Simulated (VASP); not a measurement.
Si:

```
CELL_PARAMETERS angstrom
0.00000 2.00000 2.00000
2.00000 0.00000 2.00000
2.00000 2.00000 0.00000
ATOMIC_POSITIONS crystal
Si 0.00000 0.00000 0.00000
```

- Program: VASP 6.6.1
- Task: relaxation of cell and atoms
- Functional: LDA
- Potentials or basis: VASP PAW LDA potentials, release 64 (Si)
- Cutoff: 600 eV
- k mesh: 18 × 18 × 18
- Occupations: fermi-dirac, width 0.08 eV
- Spin: no spin polarisation

At the start: pressure -9.5 GPa; volume 16.00 Å³/atom.

Task: How do energy, volume and symmetry change on relaxing?

Result: Over 3 steps the energy falls by 66.5 meV/atom and the volume is 13.99 Å³/atom (-12.6 %); space group Fm-3m (No. 225, to 0.05 Å).

Step by step:
```
step  energy change (eV)  largest force (eV/Å)  pressure (GPa)  volume (Å³)
   1              0.0000                0.0000           -9.50        16.00
   2             -0.0664                0.0000            0.58        13.90
   3             -0.0665                0.0000            0.03        13.99
```

Final structure:
```
Si
1.0
     0.00000    1.91229    1.91229
     1.91229    0.00000    1.91229
     1.91229    1.91229    0.00000
Si
1
Direct
  0.00000 0.00000 0.00000
```
